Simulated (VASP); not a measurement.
# Cd (Fd-3m) in VASP: single point with PBEsol

Aim: the single point of Cd with PBEsol.

Everything below comes from runs of VASP 6.6.1. Logs are shortened: lines on timing, memory, paths and dates and some standing lists are left out, and cuts for length are marked.

### 1 The cell of the first run

Symmetry: Fd-3m, No. 227, cubic system. The conventional cell has a = 6.441 Å, b = 6.441 Å, c = 6.441 Å, α = 90.00°, β = 90.00°, γ = 90.00°. Cd (site symmetry -43m) has 4 Cd at 2.79 Å within 3.7 Å.

### 2 Single point, PBEsol

The input, INCAR:

```
SYSTEM = Cd
PREC = Accurate
ENCUT = 520
EDIFF = 1E-7
ISMEAR = -1
SIGMA = 0.13605693000000002
LREAL = .FALSE.
LASPH = .TRUE.
NELM = 60
ALGO = Normal
ISIF = 2
LWAVE = .FALSE.
LCHARG = .TRUE.
GGA = PS
LELF = .TRUE.
LVHAR = .TRUE.
NBANDS = 19
```

The input, KPOINTS:

```
regular mesh
0
G
  8 8 8
  0 0 0
```

The input, POSCAR:

```
Cd
1.0
    0.0000000000      3.2205706073      3.2205706073
    3.2205706073      0.0000000000      3.2205706073
    3.2205706073      3.2205706073      0.0000000000
Cd
2
Direct
    0.0000000000      0.0000000000      0.0000000000
    0.2500000000      0.2500000000      0.2500000000
```

Potentials or basis: VASP PAW PBE potentials, release 64 (Cd).

On the command line:

```
$ cat potpaw_PBE.64/Cd/POTCAR > POTCAR
$ mpirun -np 1 vasp_std > vasp.out
```

OUTCAR:

```text
SYSTEM = Cd
   PREC = Accurate
   ENCUT = 520
   EDIFF = 1E-7
   ISMEAR = -1
   LREAL = .FALSE.
   LASPH = .TRUE.
   NELM = 60
   ISIF = 2
   GGA = PS

 ion  position               nearest neighbor table
   1  0.000  0.000  0.000-   2 2.79   2 2.79   2 2.79   2 2.79
   2  0.250  0.250  0.250-   1 2.79   1 2.79   1 2.79   1 2.79

  LATTYP: Found a face centered cubic cell.
 ALAT       =     6.4411412146

  Lattice vectors:

 A1 = (   0.0000000000,   3.2205706073,   3.2205706073)
 A2 = (   3.2205706073,   0.0000000000,   3.2205706073)
 A3 = (   3.2205706073,   3.2205706073,   0.0000000000)

Analysis of symmetry for initial positions (statically):
=====================================================================
 Subroutine PRICEL returns:
 Original cell was already a primitive cell.

 Routine SETGRP: Setting up the symmetry group for a
 face centered cubic supercell.

 Subroutine GETGRP returns: Found 48 space group operations
 (whereof 24 operations were pure point group operations)
 out of a pool of 48 trial point group operations.

The static configuration has the point symmetry T_d .
 The point group associated with its full space group is O_h .

Analysis of symmetry for dynamics (positions and initial velocities):
=====================================================================
 Subroutine PRICEL returns:
 Original cell was already a primitive cell.

 Routine SETGRP: Setting up the symmetry group for a
 face centered cubic supercell.

 Subroutine GETGRP returns: Found 48 space group operations
 (whereof 24 operations were pure point group operations)
 out of a pool of 48 trial point group operations.

The dynamic configuration has the point symmetry T_d .
 The point group associated with its full space group is O_h .

 Subroutine INISYM returns: Found 48 space group operations
 (whereof 24 operations are pure point group operations),
 and found     1 'primitive' translations

----------------------------------------------------------------------------------------

                                     Primitive cell

  volume of cell :      66.8080

  direct lattice vectors                    reciprocal lattice vectors
     0.000000000  3.220570607  3.220570607    -0.155251991  0.155251991  0.155251991
     3.220570607  0.000000000  3.220570607     0.155251991 -0.155251991  0.155251991
     3.220570607  3.220570607  0.000000000     0.155251991  0.155251991 -0.155251991

  length of vectors
     4.554574631  4.554574631  4.554574631     0.268904337  0.268904337  0.268904337

  position of ions in fractional coordinates (direct lattice)
     0.000000000  0.000000000  0.000000000
     0.250000000  0.250000000  0.250000000

  ion indices of the primitive-cell ions
   primitive index   ion index
                 1           1
                 2           2

----------------------------------------------------------------------------------------

 KPOINTS: regular mesh

Automatic generation of k-mesh.
 Grid dimensions read from file:
 generate k-points for:    8    8    8

 Generating k-lattice:

  Cartesian coordinates                     Fractional coordinates (reciprocal lattice)
    -0.019406499  0.019406499  0.019406499     0.125000000  0.000000000  0.000000000
     0.019406499 -0.019406499  0.019406499     0.000000000  0.125000000  0.000000000
     0.019406499  0.019406499 -0.019406499     0.000000000  0.000000000  0.125000000

  Length of vectors
     0.033613042  0.033613042  0.033613042

  Shift w.r.t. Gamma in fractional coordinates (k-lattice)
     0.000000000  0.000000000  0.000000000

 Subroutine IBZKPT returns following result:
 ===========================================

 Found     29 irreducible k-points:

 Following reciprocal coordinates:
            Coordinates               Weight
  0.000000  0.000000  0.000000      1.000000
  0.125000  0.000000  0.000000      8.000000
  0.250000  0.000000  0.000000      8.000000
  0.375000  0.000000  0.000000      8.000000
  0.500000  0.000000  0.000000      4.000000
  0.125000  0.125000  0.000000      6.000000
[... 16 lines left out ...]
  0.500000  0.250000  0.125000     48.000000
 -0.375000  0.250000  0.125000     24.000000
 [... further k-points ...]
   k-points           NKPTS =     29   k-points in BZ     NKDIM =     29   number of bands    NBANDS=     19
   number of dos      NEDOS =    301   number of ions     NIONS =      2
   total plane-waves  NPLWV =  46656
   dimension x,y,z NGX =    36 NGY =   36 NGZ =   36
   dimension x,y,z NGXF=    72 NGYF=   72 NGZF=   72
   ions per type =               2
   NGX,Y,Z   is equivalent  to a cutoff of  13.14, 13.14, 13.14 a.u.
   NGXF,Y,Z  is equivalent  to a cutoff of  26.28, 26.28, 26.28 a.u.
 SYSTEM =  Cd
   PREC   = accura    normal or accurate (medium, high low for compatibility)
   ISTART =      0    job   : 0-new  1-cont  2-samecut
   ICHARG =      2    charge: 1-file 2-atom 10-const
   ISPIN  =      1    spin polarized calculation?
   LNONCOLLINEAR =      F non collinear calculations
   LSORBIT =      F    spin-orbit coupling
   LASPH  =      T    aspherical Exc in radial PAW
   ENCUT  =  520.0 eV  38.22 Ry    6.18 a.u.   8.47  8.47  8.47*2*pi/ulx,y,z
   NELM   =     60;   NELMIN=  2; NELMDL= -5     # of ELM steps
   EDIFF  = 0.1E-06   stopping-criterion for ELM
   LREAL  =      F    real-space projection
   EDIFFG = 0.1E-05   stopping-criterion for IOM
   NSW    =      0    number of steps for IOM
   IBRION =     -1    ionic relax: 0-MD 1-quasi-New 2-CG
   NFREE  =      0    steps in history (QN), initial steepest desc. (CG)
   ISIF   =      2    stress and relaxation
   ISYM   =      2    0-nonsym 1-usesym 2-fastsym
   POTIM  = 0.5000    time-step for ionic-motion
   TEBEG  =    0.0;   TEEND  =   0.0 temperature during run
   PSTRESS=    0.0 pullay stress
   NELECT =      24.0000    total number of electrons
   NUPDOWN=      -1.0000    fix difference up-down
   EMIN   =  10.00;   EMAX   =-10.00  energy-range for DOS
   EFERMI =   0.00;   METHOD = LEGACY
   ISMEAR =    -1;   SIGMA  =   0.14  broadening in eV -4-tet -1-fermi 0-gaus
   EFERMI_NEDOS =   21; number of points for ismear=-14 and -15
   IALGO  =     38    algorithm
   IMIX   =      4    mixing-type and parameters
     AMIX     =   0.40;   BMIX     =  1.00
     AMIX_MAG =   1.60;   BMIX_MAG =  1.00
  volume/ion in A,a.u.               =      33.40       225.42
  Fermi-wavevector in a.u.,A,eV,Ry     =   1.163775  2.199216 18.427359  1.354373
  Thomas-Fermi vector in A             =   2.300321
   LORBIT       =      0    0 simple, 1 ext, 2 COOP (PROOUT), +10 PAW based schemes
   GGA     = PS    functional components
   LHFCALC =     F    Hartree Fock is set to
   AEXX    =    0.0000 exact exchange contribution
   IVDW    =     0    specifies the selected vdW correction
   LEPSILON=     F    determine dielectric tensor
   LRPA    =     F    only Hartree local field effects (RPA)
 non-spin polarized calculation
  energy-cutoff  :      520.00
  volume of cell :       66.81
 maximum number of plane-waves:      1826
 NGX is ok and might be reduce to    36
   NGX = 17   NGY = 17   NGZ = 17

 number of electron      23.9999988 magnetization

 Free energy of the ion-electron system (eV)
  ---------------------------------------------------
  ext. energy  EPLUGINS =         0.00000000
  ---------------------------------------------------
  free energy    TOTEN  =        -1.48573369 eV

  energy without entropy =       -1.42589352  energy(sigma->0) =       -1.45581360

 E-fermi :   0.2804     XC(G=0):  -8.8083

 val. band max:        0.1290066921   @ k =  -0.3750   0.3750   0.1250
 cond. band min:       0.2939623475   @ k =  -0.2500   0.5000   0.2500
 fundamental gap:      0.1649556554
 Fermi energy:         0.2804205055

 k-point     1 :       0.0000    0.0000    0.0000
  band No.  band energies     occupation
      1      -8.9320      2.00000
      2      -8.9320      2.00000
      3      -8.9320      2.00000
      4      -8.8692      2.00000
      5      -8.8692      2.00000
      6      -8.0792      2.00000
[... 11 lines left out ...]
     18       6.2147      0.00000
     19       7.5915      0.00000

 k-point     2 :       0.1250    0.0000    0.0000
  band No.  band energies     occupation
      1      -8.9746      2.00000
      2      -8.9746      2.00000
      3      -8.9275      2.00000
      4      -8.8091      2.00000
      5      -8.8091      2.00000
      6      -8.1080      2.00000
[... 11 lines left out ...]
     18       7.5520      0.00000
     19       8.7646      0.00000

 k-point     3 :       0.2500    0.0000    0.0000
  band No.  band energies     occupation
      1      -9.0049      2.00000
      2      -9.0049      2.00000
      3      -8.9173      2.00000
      4      -8.7447      2.00000
      5      -8.7447      2.00000
      6      -8.1741      2.00000
[... 11 lines left out ...]
     18       8.3213      0.00000
     19       9.1253      0.00000

 k-point     4 :       0.3750    0.0000    0.0000
  band No.  band energies     occupation
      1      -9.0061      2.00000
      2      -9.0061      2.00000
      3      -8.9074      2.00000
      4      -8.7238      2.00000
      5      -8.7238      2.00000
      6      -8.2378      2.00000
[... 11 lines left out ...]
     18       7.7205      0.00000
     19      10.8907      0.00000

 k-point     5 :       0.5000    0.0000    0.0000
  band No.  band energies     occupation
      1      -9.0007      2.00000
      2      -9.0007      2.00000
      3      -8.9032      2.00000
      4      -8.7258      2.00000
      5      -8.7258      2.00000
      6      -8.2639      2.00000
[... 11 lines left out ...]
     18       7.4949      0.00000
     19      12.2539      0.00000
[... 334 lines left out ...]
      2      -9.0156      2.00000
      3      -8.8765      2.00000
      4      -8.8765      2.00000
      5      -8.3626      2.00000
      6      -8.3626      2.00000
[... 11 lines left out ...]
     18      12.8865      0.00000
     19      14.1230      0.00000

 k-point    22 :       0.3750    0.2500    0.1250
  band No.  band energies     occupation
      1      -9.0573      2.00000
      2      -9.0095      2.00000
      3      -8.9037      2.00000
      4      -8.7226      2.00000
      5      -8.5905      2.00000
      6      -8.3952      2.00000
[... 11 lines left out ...]
     18       9.1731      0.00000
     19      10.2530      0.00000

 k-point    23 :       0.5000    0.2500    0.1250
  band No.  band energies     occupation
      1      -9.0765      2.00000
      2      -9.0437      2.00000
      3      -8.8414      2.00000
      4      -8.6738      2.00000
      5      -8.5492      2.00000
      6      -8.4216      2.00000
[... 11 lines left out ...]
     18       9.4502      0.00000
     19      10.9419      0.00000

 k-point    24 :      -0.3750    0.2500    0.1250
  band No.  band energies     occupation
      1      -9.0914      2.00000
      2      -9.0462      2.00000
      3      -8.8160      2.00000
      4      -8.6366      2.00000
      5      -8.5609      2.00000
      6      -8.4115      2.00000
[... 11 lines left out ...]
     18       9.7184      0.00000
     19      10.0510      0.00000

 [... further k-points ...]

------------------------ aborting loop because EDIFF is reached ----------------------------------------

  FORCE on cell =-STRESS in cart. coord.  units (eV):
  Direction    XX          YY          ZZ          XY          YZ          ZX
  --------------------------------------------------------------------------------------
  -------------------------------------------------------------------------------------
  Total        0.1338536      0.1338536      0.1338536      0.0000000      0.0000000      0.0000000
  in kB        3.2100524      3.2100524      3.2100524      0.0000000      0.0000000      0.0000000
  external PRESSURE =       3.2100524 kB  Pullay stress =       0.0000000 kB

 VOLUME and BASIS-vectors are now :
 -----------------------------------------------------------------------------
  energy-cutoff  :      520.00
  volume of cell :       66.81
      direct lattice vectors                 reciprocal lattice vectors
     0.000000000  3.220570607  3.220570607    -0.155251991  0.155251991  0.155251991
     3.220570607  0.000000000  3.220570607     0.155251991 -0.155251991  0.155251991
     3.220570607  3.220570607  0.000000000     0.155251991  0.155251991 -0.155251991

 POSITION                                       TOTAL-FORCE (eV/Angst)
 -----------------------------------------------------------------------------------
      0.00000      0.00000      0.00000        -0.000000     -0.000000     -0.000000
      1.61029      1.61029      1.61029         0.000000      0.000000      0.000000
 -----------------------------------------------------------------------------------
    total drift:                                0.000000      0.000000     -0.000000

  FREE ENERGIE OF THE ION-ELECTRON SYSTEM (eV)
  ---------------------------------------------------
  free  energy   TOTEN  =        -1.4857336883 eV

  energy  without entropy=       -1.4258935162  energy(sigma->0) =       -1.45581360
```

Wall time 32 s (1 thread of AMD EPYC 7R43 (Zen 3), shared host); peak memory 0.17 GiB.

What came out:

```yaml
Free_energy: -1.4857 eV
Pressure: 0.3 GPa
Band_gap_on_the_k_mesh: zero (band 12 reaches 5.04 eV, above the bottom of band 13 at -0.16 eV)
```

Caveat: the PAW data sets were made with another functional, which shifts forces and pressure a little.
